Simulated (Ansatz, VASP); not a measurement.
## Te: VASP beside Ansatz

```xyz
2
Lattice="0.0000 3.3096 3.3096 3.3096 0.0000 3.3096 3.3096 3.3096 0.0000" Properties=species:S:1:pos:R:3 pbc="T T T"
Te   -0.8274   -0.8274   -0.8274
Te    0.8274    0.8274    0.8274
```

Change from the starting cell: shortest bond scaled by 1, PAW files.

Alike in both runs: task electric field gradients; functional PBEsol; k mesh 8 × 8 × 8; occupations fermi-dirac, width 0.05 eV; no spin polarisation.

```csv
,VASP,Ansatz
version,VASP 6.6.1,Ansatz 0.2.0
potentials or method,"VASP PAW PBE potentials, release 64 (Te)","PAW with Ansatz's default frozen-core files, scalar-relativistic"
plane-wave cutoff (eV),520,420
valence electrons in the cell,12,32
```

```tsv
	VASP	Ansatz	Ansatz less VASP
pressure (GPa)	8.9	8.8	-0.12
```

VASP's potentials were made for PBE, not for PBEsol. With one functional, cell and mesh, what is left measures potentials, basis and numerics. VASP's potentials hold 12 valence electrons a cell and Ansatz's 32, so a difference there can come from the potentials and not from the codes.

Neither program's run includes spin-orbit coupling.
